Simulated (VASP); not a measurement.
# Mg5Cd11O16 (P1) in VASP: single point with r2SCAN

Aim: the single point of Mg5Cd11O16 with r2SCAN.

Program: VASP 6.6.1. These are calculated values, not measurements. Logs are shortened: lines on timing, memory, paths and dates and some standing lists are left out, and cuts for length are marked.

**1. The cell of the first run**

The typed cell holds 64 atoms: a = 9.143 Å, b = 9.143 Å, c = 9.143 Å, α = 90.00°, β = 90.00°, γ = 90.00°.

**2. Single point, r2SCAN**

POSCAR

```
Mg5Cd11O16
1.0
    9.1431810000      0.0000000000      0.0000000000
    0.0000000000      9.1431810000      0.0000000000
    0.0000000000      0.0000000000      9.1431810000
O Cd Mg
32 22 10
Direct
    0.2524270000      0.0191020000      0.9984550000
    0.2505960000      0.0019930000      0.5000490000
    0.2632780000      0.4890290000      0.9867020000
    0.2654470000      0.5003200000      0.5141350000
    0.7487480000      0.0002740000      0.9998570000
    0.7471910000      0.9847810000      0.4999320000
    0.7321060000      0.4983370000      0.9983860000
    0.7345540000      0.5102400000      0.5014520000
    0.0139570000      0.2527460000      0.9878880000
    0.0005180000      0.2515310000      0.5145550000
    0.9978430000      0.7481950000      0.9855220000
    0.9840900000      0.7470810000      0.5129600000
    0.4894720000      0.2655550000      0.0098360000
    0.5006930000      0.2662490000      0.4867500000
    0.4991450000      0.7334640000      0.9956680000
    0.5096150000      0.7351040000      0.5025310000
    0.9997840000      0.0010990000      0.2497430000
    0.0026530000      0.9900040000      0.7498740000
    0.0004800000      0.4986380000      0.2501930000
    0.0149760000      0.5025810000      0.7500910000
    0.4984920000      0.9803830000      0.2491280000
    0.4982410000      0.9840640000      0.7494230000
    0.4975260000      0.5047520000      0.2499340000
    0.4879910000      0.5093180000      0.7491910000
    0.2636860000      0.2527520000      0.2361150000
    0.2409180000      0.2632160000      0.7612720000
    0.2601530000      0.7493050000      0.2498490000
    0.2475730000      0.7367950000      0.7494430000
    0.7327370000      0.2489680000      0.2494680000
    0.7674280000      0.2497450000      0.7502990000
    0.7379180000      0.7482560000      0.2641550000
    0.7463570000      0.7469040000      0.7378150000
    0.0020630000      0.0017170000      0.9966260000
    0.9975780000      0.9982370000      0.5029560000
    0.0037840000      0.4996660000      0.9963110000
    0.9999900000      0.5012610000      0.5039140000
    0.4985510000      0.9995680000      0.0013070000
    0.5005790000      0.9964360000      0.4977440000
    0.2521420000      0.2538740000      0.5013570000
    0.2522380000      0.7475800000      0.9971580000
    0.2524950000      0.7477690000      0.5022480000
    0.7482070000      0.2512270000      0.9995560000
    0.7484290000      0.2511130000      0.5001350000
    0.7460160000      0.7478140000      0.9981570000
    0.2533170000      0.0026490000      0.2477320000
    0.2495800000      0.0002480000      0.7511320000
    0.2529260000      0.5003880000      0.2481980000
    0.7453130000      0.9981150000      0.2512490000
    0.7514150000      0.9963110000      0.7485140000
    0.7451990000      0.5008840000      0.2511780000
    0.7488680000      0.5009230000      0.7489650000
    0.0023880000      0.2495620000      0.2475650000
    0.9961530000      0.7505050000      0.2527470000
    0.4968130000      0.2547360000      0.7513330000
    0.4948850000      0.5013270000      0.9957880000
    0.4993320000      0.5043450000      0.5033880000
    0.2541070000      0.2565090000      0.9967500000
    0.7438500000      0.7456520000      0.5032580000
    0.2531860000      0.5009390000      0.7517470000
    0.0070500000      0.2582600000      0.7527480000
    0.0016410000      0.7462780000      0.7471850000
    0.4970830000      0.2684460000      0.2466400000
    0.5017900000      0.7431900000      0.2544960000
    0.5006180000      0.7419480000      0.7467250000
```

INCAR.step1

```
PREC     = Accurate       # precision mode
ENCUT    = 520            # plane-wave cutoff, eV
ISMEAR   = -1             # smearing method
SIGMA    = 0.05           # smearing width, eV
LREAL    = Auto         
LASPH    = T              # aspherical terms in the spheres
NELM     = 80             # most SCF steps
NBANDS   = 276            # bands
GGA      = PE             # functional
ALGO     = Normal         # electronic algorithm
EDIFF    = 1E-4           # SCF threshold, eV
LWAVE    = T              # write WAVECAR
LCHARG   = F              # write CHGCAR
```

INCAR.step2

```
PREC     = Accurate       # precision mode
ENCUT    = 520            # plane-wave cutoff, eV
EDIFF    = 1E-6           # SCF threshold, eV
ISMEAR   = -1             # smearing method
SIGMA    = 0.05           # smearing width, eV
LREAL    = Auto         
LASPH    = T              # aspherical terms in the spheres
NELM     = 80             # most SCF steps
ALGO     = Normal         # electronic algorithm
ISIF     = 2              # what is computed and relaxed
LWAVE    = F              # write WAVECAR
LCHARG   = T              # write CHGCAR
METAGGA  = R2SCAN         # meta-GGA
LMIXTAU  = T            
LELF     = T              # ELF
LVHAR    = T            
NBANDS   = 276            # bands
ISTART   = 1
```

KPOINTS

```
Automatic mesh
0
Gamma
  1 1 1
```

Potentials or basis: VASP PAW PBE potentials, release 64 (O, Cd, Mg).

The run is started by

```console
cat potpaw_PBE.64/O/POTCAR potpaw_PBE.64/Cd/POTCAR potpaw_PBE.64/Mg/POTCAR > POTCAR
cp INCAR.step1 INCAR
mpirun -np 1 vasp_gam > vasp.out
cp INCAR.step2 INCAR
mpirun -np 1 vasp_gam > vasp.out
```

OUTCAR:

```text
PREC = Accurate
   ENCUT = 520
   EDIFF = 1E-6
   ISMEAR = -1
   LREAL = Auto
   LASPH = T
   NELM = 80
   ISIF = 2
   METAGGA = R2SCAN
   ISTART = 1

 ion  position               nearest neighbor table
   1  0.252  0.019  0.998-  57 2.17  37 2.26  46 2.27  45 2.28  33 2.29  40 2.48
   2  0.251  0.002  0.500-  38 2.29  46 2.30  39 2.30  45 2.31  34 2.31  41 2.32
   3  0.263  0.489  0.987-  55 2.12  57 2.13  59 2.15  40 2.37  35 2.38  47 2.40
   4  0.265  0.500  0.514-  56 2.14  59 2.18  39 2.26  41 2.27  36 2.43  47 2.43
   5  0.749  0.000  1.000-  37 2.29  42 2.29  49 2.30  48 2.30  44 2.31  33 2.32
   6  0.747  0.985  0.500-  58 2.19  38 2.26  49 2.28  48 2.28  34 2.29  43 2.44
[... 76 lines left out ...]
  58  0.744  0.746  0.503-  16 2.14  32 2.14   8 2.15   6 2.19  31 2.19  12 2.20  56 3.14  64 3.15
                            51 3.17  63 3.17  38 3.19  49 3.21  50 3.21  36 3.24  61 3.24  53 3.25
  59  0.253  0.501  0.752-  24 2.15   3 2.15  28 2.16   4 2.18  20 2.18  26 2.18  55 3.14  64 3.16
                            60 3.16  57 3.16  54 3.17  40 3.18  35 3.19  56 3.20  41 3.21  61 3.21
  60  0.007  0.258  0.753-  26 2.14   9 2.15  10 2.18  30 2.19  20 2.24  18 2.45  35 3.14  59 3.16
                            57 3.17  36 3.18  39 3.21  33 3.24  46 3.24  51 3.24  42 3.27  34 3.30
  61  0.002  0.746  0.747-  12 2.15  11 2.18  18 2.23  20 2.23  28 2.25  32 2.34  36 3.16  35 3.21
                            41 3.21  34 3.21  59 3.21  51 3.22  49 3.23  40 3.24  58 3.24  46 3.25
  62  0.497  0.268  0.247-  25 2.14  23 2.16  29 2.16  13 2.17  14 2.20  21 2.63  47 3.08  50 3.11
                            55 3.13  56 3.19  57 3.19  42 3.22  39 3.23  43 3.27  45 3.30  37 3.33
  63  0.502  0.743  0.254-  31 2.16  21 2.17  23 2.18  27 2.21  16 2.27  15 2.37  50 3.14  56 3.15
                            58 3.17  47 3.18  38 3.21  41 3.21  48 3.22  44 3.24  55 3.24  40 3.28
  64  0.501  0.742  0.747-  24 2.13  22 2.21  16 2.24  32 2.25  15 2.28  28 2.31  56 3.11  58 3.15
                            59 3.16  51 3.16  55 3.17  41 3.19  44 3.21  40 3.23  38 3.26  49 3.27

  LATTYP: Found a simple cubic cell.
 ALAT       =     9.1431810000

  Lattice vectors:

 A1 = (   9.1431810000,   0.0000000000,   0.0000000000)
 A2 = (   0.0000000000,   9.1431810000,   0.0000000000)
 A3 = (   0.0000000000,   0.0000000000,   9.1431810000)

Analysis of symmetry for initial positions (statically):
=====================================================================
 Subroutine PRICEL returns:
 Original cell was already a primitive cell.

 Routine SETGRP: Setting up the symmetry group for a
 simple cubic supercell.

 Subroutine GETGRP returns: Found  1 space group operations
 (whereof  1 operations were pure point group operations)
 out of a pool of 48 trial point group operations.

The static configuration has the point symmetry C_1 .

Analysis of symmetry for dynamics (positions and initial velocities):
[... 223 lines left out ...]
   NUPDOWN=      -1.0000    fix difference up-down
   EMIN   =  10.00;   EMAX   =-10.00  energy-range for DOS
   EFERMI =   0.00;   METHOD = LEGACY
   ISMEAR =    -1;   SIGMA  =   0.05  broadening in eV -4-tet -1-fermi 0-gaus
   EFERMI_NEDOS =   21; number of points for ismear=-14 and -15
   IALGO  =     38    algorithm
   IMIX   =      4    mixing-type and parameters
     AMIX     =   0.40;   BMIX     =  1.00
     AMIX_MAG =   1.60;   BMIX_MAG =  1.00
  volume/ion in A,a.u.               =      11.94        80.60
  Fermi-wavevector in a.u.,A,eV,Ry     =   1.398019  2.641873 26.592015  1.954458
  Thomas-Fermi vector in A             =   2.521218
   LORBIT       =      0    0 simple, 1 ext, 2 COOP (PROOUT), +10 PAW based schemes
   METAGGA = R2SCAN    functional components
   LHFCALC =     F    Hartree Fock is set to
   AEXX    =    0.0000 exact exchange contribution
   IVDW    =     0    specifies the selected vdW correction
   LEPSILON=     F    determine dielectric tensor
   LRPA    =     F    only Hartree local field effects (RPA)
 non-spin polarized calculation
  energy-cutoff  :      520.00
  volume of cell :      764.35
 maximum number of plane-waves:     10240
 NGX is ok and might be reduce to    70
   NGX = 35   NGY = 35   NGZ = 35

 number of electron     476.0000017 magnetization

 Free energy of the ion-electron system (eV)
  ---------------------------------------------------
  ext. energy  EPLUGINS =         0.00000000
  ---------------------------------------------------
  free energy    TOTEN  =      -784.54588468 eV

  energy without entropy =     -784.54284520  energy(sigma->0) =     -784.54436494

 E-fermi :   2.8227     XC(G=0): -12.0856

 val. band max:        2.4798696716   @ k =   0.0000   0.0000   0.0000
 cond. band min:       3.1354354303   @ k =   0.0000   0.0000   0.0000
 fundamental gap:      0.6555657586
 Fermi energy:         2.8227482046

 k-point     1 :       0.0000    0.0000    0.0000
  band No.  band energies     occupation
      1     -16.3358      2.00000
      2     -16.0767      2.00000
      3     -15.9820      2.00000
      4     -15.9391      2.00000
      5     -15.8715      2.00000
      6     -15.8329      2.00000
[... 242 lines left out ...]
    249       7.6037      0.00000
    250       7.6646      0.00000
 [bands above 250 left out]

------------------------ aborting loop because EDIFF is reached ----------------------------------------

  FORCE on cell =-STRESS in cart. coord.  units (eV):
  Direction    XX          YY          ZZ          XY          YZ          ZX
  --------------------------------------------------------------------------------------
  -------------------------------------------------------------------------------------
  Total        9.5735633     11.1854765     10.2090702     -1.3908766      0.5453673     -1.7411725
  in kB       20.0674524     23.4462355     21.3995589     -2.9154609      1.1431619     -3.6497273
  external PRESSURE =      21.6377489 kB  Pullay stress =       0.0000000 kB

 VOLUME and BASIS-vectors are now :
 -----------------------------------------------------------------------------
  energy-cutoff  :      520.00
  volume of cell :      764.35
      direct lattice vectors                 reciprocal lattice vectors
     9.143181000  0.000000000  0.000000000     0.109371126  0.000000000  0.000000000
     0.000000000  9.143181000  0.000000000     0.000000000  0.109371126  0.000000000
     0.000000000  0.000000000  9.143181000     0.000000000  0.000000000  0.109371126

 POSITION                                       TOTAL-FORCE (eV/Angst)
 -----------------------------------------------------------------------------------
      2.30799      0.17465      9.12905        -0.034887      0.146928     -0.009019
      2.29124      0.01822      4.57204        -0.013166      0.016578     -0.010859
      2.40720      4.47128      9.02159         0.153963     -0.126739     -0.093055
      2.42703      4.57452      4.70083         0.095171     -0.039469      0.082122
      6.84594      0.00251      9.14187         0.016991      0.014628      0.010443
      6.83170      9.00403      4.57097         0.032250     -0.089827      0.008024
[... 56 lines left out ...]
      4.58796      6.79512      2.32690         0.028704     -0.024596      0.041821
      4.57724      6.78376      6.82744         0.011695     -0.082981     -0.044588
 -----------------------------------------------------------------------------------
    total drift:                               -0.008136      0.024584     -0.026859

  FREE ENERGIE OF THE ION-ELECTRON SYSTEM (eV)
  ---------------------------------------------------
  free  energy   TOTEN  =      -784.5458846753 eV

  energy  without entropy=     -784.5428451988  energy(sigma->0) =     -784.54436494
```

Wall time 15 min (1 thread of Intel Xeon Platinum 8488C (Sapphire Rapids), shared host); peak memory 0.84 GiB.

Results:

```
Free energy            : -784.5459 eV
Pressure               : 2.2 GPa
Largest force          : 0.220 eV/Å
Band gap on the k mesh : 0.66 eV
```

Forces in eV/Å, atoms in the order of the input:
```
O   -0.035  0.147 -0.009
O   -0.013  0.017 -0.011
O    0.154 -0.127 -0.093
O    0.095 -0.039  0.082
O    0.017  0.015  0.010
O    0.032 -0.090  0.008
O   -0.108  0.013  0.022
O   -0.131  0.125 -0.013
O    0.096 -0.019 -0.121
O   -0.022 -0.030  0.102
O    0.002  0.033 -0.099
O   -0.119  0.022  0.125
O   -0.129  0.104  0.100
O   -0.003  0.105 -0.111
O    0.030 -0.108  0.010
O    0.133 -0.120 -0.011
O   -0.001 -0.025  0.003
O   -0.003 -0.056  0.004
O   -0.006  0.010 -0.001
O    0.095 -0.008 -0.016
O    0.024 -0.085  0.010
O    0.020 -0.110  0.013
O    0.010  0.011  0.001
O   -0.108  0.124  0.008
O    0.114 -0.008 -0.107
O   -0.147  0.073  0.093
O    0.075  0.015 -0.005
O   -0.022 -0.085  0.015
O   -0.101  0.002  0.011
O    0.123 -0.028 -0.012
O   -0.119  0.014  0.114
O    0.017  0.039 -0.111
Cd   0.004  0.009 -0.008
Cd  -0.006 -0.012  0.008
Cd   0.019 -0.014 -0.023
Cd  -0.001  0.001  0.021
Cd   0.002  0.002  0.013
Cd   0.010 -0.025 -0.012
Cd  -0.004  0.002  0.010
Cd   0.004 -0.013 -0.007
Cd   0.016 -0.005  0.010
Cd  -0.001 -0.007  0.007
Cd   0.007 -0.002 -0.004
Cd  -0.008  0.006 -0.005
Cd   0.007  0.005 -0.004
Cd  -0.016  0.002  0.002
Cd   0.027 -0.015 -0.012
Cd  -0.004 -0.004  0.006
Cd   0.007 -0.020 -0.002
Cd  -0.031  0.005  0.005
Cd  -0.002  0.023 -0.012
Cd  -0.002 -0.008 -0.004
Cd  -0.010  0.007  0.002
Cd  -0.012  0.017  0.010
Mg  -0.063 -0.006 -0.008
Mg   0.007  0.073  0.008
Mg   0.033  0.058 -0.032
Mg  -0.069 -0.030  0.029
Mg   0.027 -0.003  0.030
Mg   0.064  0.054  0.029
Mg   0.005 -0.016 -0.023
Mg  -0.023  0.091 -0.042
Mg   0.029 -0.025  0.042
Mg   0.012 -0.083 -0.045
```

Stress tensor (GPa, compression positive):
```
 2.01 -0.29 -0.36
-0.29  2.34  0.11
-0.36  0.11  2.14
```

Levels at points of the mesh, in eV from the valence-band top:
| k point | band 235 | band 236 | band 237 | band 238 | band 239 | band 240 | band 241 | band 242 |
| --- | --- | --- | --- | --- | --- | --- | --- | --- |
| (0.00, 0.00, 0.00) | -0.11 | -0.10 | -0.05 | 0.00 | 0.66 | 3.48 | 3.95 | 4.03 |

Caveat: the k points lie up to 0.69 Å⁻¹ apart; the PAW data sets were made with another functional, which shifts forces and pressure a little; an odd mesh through Γ misses points on the zone boundary, where band edges can lie.
